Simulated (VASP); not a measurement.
Here is a VASP 6.6.1 calculation.

File INCAR:

```
SYSTEM = BaTiHO3
ALGO = Normal
EDIFF = 1E-6
ENCUT = 520
GGA = PE
GGA_COMPAT = .FALSE.
ISIF = 2
ISMEAR = -1
LASPH = .TRUE.
LCHARG = .FALSE.
LREAL = .FALSE.
LWAVE = .FALSE.
NBANDS = 30
NELM = 120
PREC = Accurate
SIGMA = 0.1
```

KPOINTS

```
k-points
0
G
  4 4 4
  0 0 0
```

Contents of POSCAR:

```
BaTiHO3
1.0
    3.9998000000      0.0000000000      0.0000000000
    0.0000000000      3.9998000000      0.0000000000
    0.0000000000      0.0000000000      4.0180000000
Ba Ti O H
1 1 3 1
Direct
    0.0000000000      0.0000000000      0.0000000000
    0.5000000000      0.5000000000      0.4900000000
    0.5000000000      0.5000000000      0.0190000000
    0.5000000000      0.0000000000      0.5170000000
    0.0000000000      0.5000000000      0.5170000000
   -0.7305500275      0.1607707885      0.5092643106
```

Potentials or basis: VASP PAW PBE potentials, release 64 (Ba_sv, Ti_sv, O, H).

The run is started by

```bash
$ cat potpaw_PBE.64/Ba_sv/POTCAR potpaw_PBE.64/Ti_sv/POTCAR potpaw_PBE.64/O/POTCAR potpaw_PBE.64/H/POTCAR > POTCAR
$ mpirun -np 1 vasp_std > vasp.out
```

Question: What does it give for the largest force?

Answer: 3.018 eV/Å.

Question: Predict the pressure.

Answer: 17.4 GPa.

Stress tensor (GPa, compression positive):
```
14.71  6.72 -0.75
 6.72 21.52 -0.71
-0.75 -0.71 16.02
```

Caveat: the k points lie up to 0.39 Å⁻¹ apart; an odd number of electrons without spin polarisation forces a metal; a magnetic or distorted state may lie lower.
